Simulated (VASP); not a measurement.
A run of VASP 6.6.1 is set up as follows.

Contents of POSCAR:

```
RbBr
1.0
    0.0000000000      3.5445780991      3.4608261073
    3.5445780991      0.0000000000      3.4608261073
    3.5445780991      3.5445780991      0.0000000000
Rb Br
1 1
Direct
    0.0000000000      0.0000000000      0.0000000000
    0.5000000000      0.5000000000      0.5000000000
```

INCAR.step1

```
SYSTEM = RbBr
PREC     = Accurate       ! precision mode
ENCUT    = 520            ! plane-wave cutoff, eV
EDIFF    = 1E-5           ! SCF threshold, eV
ISMEAR   = 0              ! smearing method
SIGMA    = 0.01           ! smearing width, eV
LREAL    = .FALSE.        ! projectors in reciprocal space
LASPH    = .TRUE.         ! aspherical terms in the spheres
NELM     = 100            ! most SCF steps
ALGO     = Normal         ! electronic algorithm
ISIF     = 2              ! what is computed and relaxed
LWAVE    = .TRUE.         ! write WAVECAR
GGA      = PE             ! functional
NBANDS   = 15             ! bands
```

File INCAR.step2:

```
SYSTEM = RbBr
PREC     = Accurate       ! precision mode
ENCUT    = 520            ! plane-wave cutoff, eV
EDIFF    = 1E-6           ! SCF threshold, eV
ISMEAR   = 0              ! smearing method
SIGMA    = 0.01           ! smearing width, eV
LREAL    = .FALSE.        ! projectors in reciprocal space
LASPH    = .TRUE.         ! aspherical terms in the spheres
NELM     = 100            ! most SCF steps
ALGO     = Normal         ! electronic algorithm
ISIF     = 2              ! what is computed and relaxed
LWAVE    = .FALSE.        ! write WAVECAR
LCHARG   = .TRUE.         ! write CHGCAR
GGA      = PE             ! functional
LHFCALC  = .TRUE.         ! exact exchange
HFSCREEN = 0.2079         ! screening, 1/A
PRECFOCK = Normal       
LELF     = .TRUE.         ! ELF
LVHAR    = .TRUE.       
ISTART   = 1            
NBANDS   = 15             ! bands
```

The input KPOINTS:

```
Automatic mesh
0
G
  4 4 4
  0 0 0
```

Potentials or basis: VASP PAW PBE potentials, release 64 (Rb_sv, Br).

Run with:

```bash
$ cat potpaw_PBE.64/Rb_sv/POTCAR potpaw_PBE.64/Br/POTCAR > POTCAR
$ cp INCAR.step1 INCAR
$ mpirun -np 1 vasp_std > vasp.out
$ cp INCAR.step2 INCAR
$ mpirun -np 1 vasp_std > vasp.out
```

Question: Predict the pressure.

Answer: -0.3 GPa.

Question: Estimate the band gap on the k mesh.

Answer: 5.30 eV.

Stress tensor (GPa, compression positive):
```
-0.45  0.00  0.00
 0.00 -0.45  0.00
 0.00  0.00  0.09
```

Caveat: the cell differs from its parent crystal (biaxial xy strain +2.4%); the PAW data sets were made with another functional, which shifts forces and pressure a little.
